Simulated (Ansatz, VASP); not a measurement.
**SiC: VASP beside Ansatz**

```
Si C
1.0
     3.07600    0.00000    0.00000
    -1.53800    2.66389    0.00000
     0.00000    0.00000    5.04800
Si C
2 2
Direct
  0.25915 0.55046 0.00618
  0.68675 0.36485 0.49837
  0.33033 0.73204 0.38269
  0.72377 0.35264 0.88276
```

Change from the starting cell: all atoms moved at random (sigma 0.15 Å a component).

Alike in both runs: task single point; functional PBE; k mesh 12 × 12 × 6; occupations gaussian, width 0.05 eV; no spin polarisation.

|  | VASP | Ansatz |
| --- | --- | --- |
| version | VASP 6.6.1 | Ansatz 0.2.0 |
| potentials or method | VASP PAW PBE potentials, release 64 (Si, C), cutoff 520 eV | scalar-relativistic, plane waves, PAW |
| valence electrons in the cell | 16 | 16 |

Ansatz gave:

* gap on the k mesh at the Fermi level (eV): 1.15
* least direct gap on the mesh (eV): 2.90
* pressure (GPa): 15.9
* traceless stress, the component that is largest in VASP (GPa): 18.47
* rms of the force components (eV/Å): 4.381

Q: Estimate VASP's values.

A: gap on the k mesh at the Fermi level (eV): 1.14; least direct gap on the mesh (eV): 2.89; pressure (GPa): 15.8; traceless stress, the component that is largest in VASP (GPa): 18.46; rms of the force components (eV/Å): 4.375.

Atom by atom the forces differ by 0.007 eV/Å (rms over components). The functional is the same, so the differences come from potentials, cutoffs and numerics.
